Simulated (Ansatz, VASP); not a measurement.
## SnTe: VASP beside Ansatz

POSCAR

```
SnTe
1.0
    0.0000000000      3.0865288906      3.0865288906
    3.0865288906      0.0000000000      3.0865288906
    3.0865288906      3.0865288906      0.0000000000
Te Sn
1 1
Direct
    0.5000000000      0.5000000000      0.5000000000
    0.0000000000      0.0000000000      0.0000000000
```

INCAR.step1

```
PREC = Accurate
ENCUT = 520
ISMEAR = -1
SIGMA = 0.05
LREAL = False
LASPH = True
NELM = 100
NBANDS = 17
GGA = PE
ALGO = Normal
EDIFF = 1E-4
LWAVE = True
LCHARG = False
```

Contents of INCAR.step2:

```
PREC = Accurate
ENCUT = 520
EDIFF = 1E-7
ISMEAR = -1
SIGMA = 0.05
LREAL = False
LASPH = True
NELM = 100
ALGO = Normal
ISIF = 2
LWAVE = False
LCHARG = False
METAGGA = R2SCAN
LMIXTAU = True
LUSE_VDW = True
IVDW_NL = 2
BPARAM = 11.95
CPARAM = 0.0093
NBANDS = 17
ISTART = 1
```

Contents of KPOINTS:

```
Automatic mesh
0
Gamma
  7 7 7
```

input.yaml

```yaml
crystal:
  lattice:
    - [0.0, 3.0865288906, 3.0865288906]
    - [3.0865288906, 0.0, 3.0865288906]
    - [3.0865288906, 3.0865288906, 0.0]
  atoms:
    - { symbol: Te, position: [0.5, 0.5, 0.5] }
    - { symbol: Sn, position: [0.0, 0.0, 0.0] }
hamiltonian:
  xc: r2scan
  pseudopotentials: { kind: paw }
  dispersion: rvv10
kpoints:
  mp_grid: { grid: [7, 7, 7] }
scf:
  occupations: { method: fermi_dirac, width: 0.05 }
output:
  forces: true
  stress: true
  eigenvalues: true
  write_density: true
  write_potential: true
  elf: true
  volumetric_format: npy
```

Alike in both runs: task single point; functional r2SCAN; dispersion rVV10; k mesh 7 × 7 × 7; occupations fermi-dirac, width 0.05 eV; no spin polarisation.

```csv
,VASP,Ansatz
version,VASP 6.6.1,Ansatz 0.2.0
potentials or method,"VASP PAW PBE potentials, release 64 (Te, Sn_d)",Ansatz PAW
plane-wave cutoff (eV),520,500
valence electrons in the cell,20,30
```

|  | VASP | Ansatz | Ansatz less VASP |
| --- | --- | --- | --- |
| pressure (GPa) | 4.3 | 4.1 | -0.20 |

VASP's potentials were made for PBE, not for r2SCAN. VASP's potentials hold 20 valence electrons a cell and Ansatz's 30, so a difference there can come from the potentials and not from the codes.

Spin-orbit coupling is off throughout.
